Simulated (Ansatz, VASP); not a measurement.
One calculation of CuI, two programs

```
Cu I
1.0
     4.37554    0.00000    0.00000
    -2.18777    3.78933    0.00000
     0.00000    0.00000    6.86354
Cu I
2 2
Direct
  0.33333 0.66667 0.25000
  0.66667 0.33333 0.75000
  0.66667 0.33333 0.25000
  0.33333 0.66667 0.75000
```

Change from the starting cell: uniaxial_z strain -5.4%.

Alike in both runs: task single point; functional r2SCAN; k mesh 6 × 6 × 4; no spin polarisation.

```csv
,VASP,Ansatz
version,VASP 6.6.1,Ansatz 0.2.0
potentials or method,"VASP PAW PBE potentials, release 64 (Cu, I)","plane waves, PAW"
plane-wave cutoff (eV),660,500
occupations,"gaussian, width 0.01 eV",fixed
valence electrons in the cell,36,72
```

VASP gave:

- gap on the k mesh at the Fermi level (eV): 1.49
- pressure (GPa): 0.7
- traceless stress, the component that is largest in VASP (GPa): 0.19

**Question.** Which values does Ansatz return?

**Answer.** gap on the k mesh at the Fermi level (eV): 1.48; pressure (GPa): 0.8; traceless stress, the component that is largest in VASP (GPa): 0.15.

VASP's potentials were made for PBE, not for r2SCAN. VASP's potentials hold 36 valence electrons a cell and Ansatz's 72, so a difference there can come from the potentials and not from the codes.

Spin-orbit coupling is off throughout.
